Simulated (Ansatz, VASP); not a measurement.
One calculation of C4N, two programs

```
CELL_PARAMETERS angstrom
2.43409 0.00000 0.00000
-1.21704 2.10798 0.00000
0.00000 0.00000 10.61096
ATOMIC_POSITIONS crystal
C 0.33333 0.66667 0.68309
C 0.33333 0.66667 0.31691
C 0.66667 0.33333 0.31691
C 0.66667 0.33333 0.68309
N 0.00000 0.00000 0.00000
```

Change from the starting cell: species swapped into the Co4H type (P-3m1, No. 164).

Alike in both runs: task relaxation of cell and atoms; functional PBE; k mesh 12 × 12 × 2; occupations gaussian, width 0.1 eV; no spin polarisation.

|  | VASP | Ansatz |
| --- | --- | --- |
| version | VASP 6.6.1 | Ansatz 0.2.0 |
| potentials or method | VASP PAW PBE potentials, release 64 (C, N), cutoff 600 eV | scalar-relativistic, plane waves, PAW |
| valence electrons in the cell | 21 | 21 |

```csv
,VASP,Ansatz,Ansatz less VASP
"gap on the k mesh at the Fermi level, each at its own relaxed structure (eV)",none,none,-
relaxed volume (Å³/atom),11.04,11.68,+0.642
relaxed cell length with the largest relative difference (Å),10.777,11.396,+0.6193
```

A gap of «none» marks a metal or a gap that the smearing closes. One of these differences is far larger than is usual between the two programs; its cause wasn't traced.
